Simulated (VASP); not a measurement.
Input of a VASP 6.6.1 run:

Contents of INCAR:

```
SYSTEM = CdF2
PREC = Accurate ; ENCUT = 520
EDIFF = 1E-6 ; ISMEAR = 0
SIGMA = 0.02 ; LREAL = .FALSE.
LASPH = .TRUE. ; NELM = 100
ALGO = Normal ; ISIF = 2
LWAVE = .FALSE. ; LCHARG = .TRUE.
GGA = PE ; IVDW = 12
LELF = .TRUE. ; LVHAR = .TRUE.
NBANDS = 20
```

File KPOINTS:

```
Automatic mesh
0
G
  8 8 8
  0 0 0
```

File POSCAR:

```
CdF2
1.0
    0.0000000000      2.6666693433      2.6666693433
    2.6666693433      0.0000000000      2.6666693433
    2.6666693433      2.6666693433      0.0000000000
Cd F
1 2
Direct
    0.0000000000      0.0000000000      0.0000000000
    0.2500000000      0.2500000000      0.2500000000
    0.7500000000      0.7500000000      0.7500000000
```

Potentials or basis: VASP PAW PBE potentials, release 64 (Cd, F).

Launch:

```bash
$ cat potpaw_PBE.64/Cd/POTCAR potpaw_PBE.64/F/POTCAR > POTCAR
$ mpirun -np 1 vasp_std > vasp.out
```

Predict the pressure.

8.0 GPa.

What does it give for the dispersion energy per atom?

-0.173 eV.
